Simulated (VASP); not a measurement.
Set up this calculation in VASP 6.6.1, as the native input.

| Property | Result |
| --- | --- |
| Task | single point |
| Functional | LDA |
| Potentials or basis | VASP PAW LDA potentials, release 64 (Se) |
| Cutoff | 520 eV |
| k mesh | 9 × 9 × 6 |
| Occupations | fermi-dirac, width 0.3 eV |
| Spin | no spin polarisation |
| Dipole correction | no |
| Further INCAR settings | ALGO = Normal; EDIFF = 1e-07; NBANDS = 16 |

The structure of Se lies in POSCAR:

```
Se
1.0
    3.9534579885      0.0000000000      0.0000000000
   -1.9767289943      3.4237950508      0.0000000000
    0.0000000000      0.0000000000      5.1205317866
Se
3
Direct
    0.2543546533      1.0000000000      0.3333333333
    1.0000000000      0.2543546533      0.6666666667
    0.7456453467      0.7456453467      1.0000000000
```

One way to write it, as run:

INCAR

```
PREC = Accurate ; ENCUT = 520
EDIFF = 1E-7 ; ISMEAR = -1
SIGMA = 0.3 ; LREAL = False
LASPH = True ; NELM = 60
ALGO = Normal ; ISIF = 2
LWAVE = False ; LCHARG = True
GGA = CA ; LELF = True
LVHAR = True ; NBANDS = 16
```

KPOINTS

```
Automatic mesh
0
Gamma
  9 9 6
```

Potentials or basis: VASP PAW LDA potentials, release 64 (Se).

Command:

```console
$ cat potpaw_LDA.64/Se/POTCAR > POTCAR
$ mpirun -np 1 vasp_std > vasp.out
```

It gave:

```
Pressure               : 0.5 GPa
Largest force          : 0.139 eV/Å
Band gap on the k mesh : 0.30 eV, direct
```

Run time: 24 s on 1 thread of Intel(R) Xeon(R) 6975P-C (Granite Rapids), with other jobs on the host, peak memory 0.18 GiB.
